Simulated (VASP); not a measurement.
# FeO in VASP: further runs, part 2 of 2

VASP 6.6.1. The steps go on from the part before.

### Step 3. Relaxation of cell and atoms, PBEsol-based screened hybrid with 25 % exact exchange, collinear spin, ferromagnetic start

POSCAR reads:

```
FeO
1.0
    0.0000000000      2.3818830800      2.3818830800
    2.3818830800      0.0000000000      2.3818830800
    2.3818830800      2.3818830800      0.0000000000
Fe O
1 1
Direct
    0.0000000000      0.0000000000      0.0000000000
    0.2500000000      0.2500000000      0.2500000000
```

INCAR.step1 reads:

```
SYSTEM = FeO
ALGO = Normal ; EDIFF = 1E-5
ENCUT = 600 ; GGA = PE
ISMEAR = -1 ; ISPIN = 2
LASPH = .True. ; LCHARG = .False.
LMAXMIX = 4 ; LORBIT = 11
LREAL = .False. ; LWAVE = .True.
MAGMOM = 3 0 ; NBANDS = 18
NELM = 150 ; PREC = Accurate
SIGMA = 0.05
```

INCAR.step2 reads:

```
SYSTEM = FeO
AEXX = 0.25 ; ALGO = Normal
EDIFF = 1E-6 ; EDIFFG = -0.01
ENCUT = 600 ; GGA = PS
HFSCREEN = 0.207 ; IBRION = 2
ISIF = 3 ; ISMEAR = -1
ISPIN = 2 ; ISTART = 1
LASPH = .True. ; LCHARG = .False.
LHFCALC = .True. ; LMAXMIX = 4
LORBIT = 11 ; LREAL = .False.
LWAVE = .False. ; MAGMOM = 3 0
NELM = 150 ; NSW = 60
PREC = Accurate ; PRECFOCK = Normal
SIGMA = 0.05
```

KPOINTS reads:

```
k-points
0
Gamma
  5 5 5
  0 0 0
```

Potentials or basis: VASP PAW PBE potentials, release 64 (Fe, O).

On the command line:

```console
$ cat potpaw_PBE.64/Fe/POTCAR potpaw_PBE.64/O/POTCAR > POTCAR
$ cp INCAR.step1 INCAR
$ mpirun -np 1 vasp_std > vasp.out
$ cp INCAR.step2 INCAR
$ mpirun -np 1 vasp_std > vasp.out
```

OUTCAR:

```text
SYSTEM = FeO
   AEXX = 0.25
   EDIFF = 1E-6
   EDIFFG = -0.01
   ENCUT = 600
   GGA = PS
   HFSCREEN = 0.207
   IBRION = 2
   ISIF = 3
   ISMEAR = -1
   ISPIN = 2
   ISTART = 1
   LASPH = .True.
   LHFCALC = .True.
   LORBIT = 11
   LREAL = .False.
   NELM = 150
   NSW = 60
   PREC = Accurate
   PRECFOCK = Normal

 ion  position               nearest neighbor table
   1  0.000  0.000  0.000-   2 2.06   2 2.06   2 2.06   2 2.06
   2  0.250  0.250  0.250-   1 2.06   1 2.06   1 2.06   1 2.06

  LATTYP: Found a face centered cubic cell.
 ALAT       =     4.7637661600

  Lattice vectors:

 A1 = (   0.0000000000,   2.3818830800,   2.3818830800)
 A2 = (   2.3818830800,   0.0000000000,   2.3818830800)
 A3 = (   2.3818830800,   2.3818830800,   0.0000000000)

Analysis of symmetry for initial positions (statically):
=====================================================================
 Subroutine PRICEL returns:
 Original cell was already a primitive cell.

 Routine SETGRP: Setting up the symmetry group for a
 face centered cubic supercell.

 Subroutine GETGRP returns: Found 24 space group operations
 (whereof 24 operations were pure point group operations)
 out of a pool of 48 trial point group operations.

The static configuration has the point symmetry T_d .

[... 209 lines left out ...]
 fundamental gap:      0.2260259446
 Fermi energy:         6.5953383752

 spin component 1

 k-point     1 :       0.0000    0.0000    0.0000
  band No.  band energies     occupation
      1     -18.2975      1.00000
      2      -3.9728      1.00000
      3      -3.9728      1.00000
      4      -3.9728      1.00000
      5      -0.7096      1.00000
      6      -0.7096      1.00000
      7       4.0132      1.00000
      8       4.0132      1.00000
      9       4.0132      1.00000
     10       5.6855      1.00000
     11      20.6744      0.00000
[... 342 lines left out ...]
--------------------------------------- Ionic step        3  -------------------------------------------

 number of electron      13.9999998 magnetization       4.0160764

 Free energy of the ion-electron system (eV)
  ---------------------------------------------------
  ext. energy  EPLUGINS =         0.00000000
  ---------------------------------------------------
  free energy    TOTEN  =       -21.68968650 eV

  energy without entropy =      -21.68235061  energy(sigma->0) =      -21.68601856

 E-fermi :   5.7271     XC(G=0):  -9.3657

 val. band max:        5.6651033906   @ k =  -0.4000   0.4000   0.2000
 cond. band min:       5.8513709068   @ k =  -0.2000   0.2000   0.0000
 fundamental gap:      0.1862675162
 Fermi energy:         5.7271167927

 spin component 1

 k-point     1 :       0.0000    0.0000    0.0000
  band No.  band energies     occupation
      1     -18.4577      1.00000
      2      -4.3420      1.00000
      3      -4.3420      1.00000
      4      -4.3420      1.00000
      5      -1.7281      1.00000
      6      -1.7281      1.00000
      7       2.7678      1.00000
      8       2.7678      1.00000
      9       2.7678      1.00000
     10       4.5537      1.00000
     11      18.9209      0.00000
[... 336 lines left out ...]
  FREE ENERGIE OF THE ION-ELECTRON SYSTEM (eV)
  ---------------------------------------------------
  free  energy   TOTEN  =       -21.6896865006 eV

  energy  without entropy=      -21.6823506136  energy(sigma->0) =      -21.68601856

 reached required accuracy - stopping structural energy minimisation

 total charge

# of ion       s       p       d       tot
------------------------------------------
    1        0.359   0.512   6.032   6.903
    2        1.548   3.520   0.000   5.068
--------------------------------------------------
tot          1.907   4.032   6.032  11.971

 magnetization (x)

# of ion       s       p       d       tot
------------------------------------------
    1        0.014   0.032   3.700   3.745
    2        0.019   0.251   0.000   0.270
--------------------------------------------------
tot          0.033   0.283   3.700   4.016
```

Run time: 60 min. Hardware: 1 thread of Intel Xeon Platinum 8488C (Sapphire Rapids), shared host; peak memory 0.29 GiB.

Results:

```yaml
Free_energy: -21.6897 eV
Relaxed_volume: 11.56 Å³/atom
Relaxed_cell: a = 3.198 Å, b = 3.198 Å, c = 3.198 Å, α = 60.00°, β = 60.00°, γ = 60.00°
Space_group_after_relaxing_to_0.1_Å: F-43m (No. 216)
Energy_gained_by_relaxing: 139.6 meV/atom
Ionic_steps: 3
Pressure_after_relaxing: -0.1 GPa
Band_gap_on_the_k_mesh: zero (filled and empty bands overlap)
Net_moment: 4.02 μB per cell
Site_moments: Fe +3.75; O +0.27 μB
Valence_electrons_inside_the_program's_atomic_spheres: Fe 6.90; O 5.07
```

Step by step:
```tsv
step	energy change (eV)	largest force (eV/Å)	pressure (GPa)	volume (Å³)
1	0.0000	0.0000	-19.70	27.03
2	-0.1575	0.0000	20.43	21.03
3	-0.2792	0.0000	-0.08	23.13
```

Final structure:
```xyz
2
Lattice="0.0000 2.2614 2.2614 2.2614 0.0000 2.2614 2.2614 2.2614 0.0000" Properties=species:S:1:pos:R:3 pbc="T T T"
Fe    0.0000    0.0000    0.0000
O     1.1307    1.1307    1.1307
```

Caveat: the k points lie up to 0.48 Å⁻¹ apart in the final cell, too coarse for converged energies and pressures of a metal; the PAW data sets were made with another functional, which shifts forces and pressure a little; a cell with one magnetic atom can't hold antiferromagnetic order, which such compounds often take.

The gap in the log of VASP goes by the Fermi energy; the results here count the filled bands.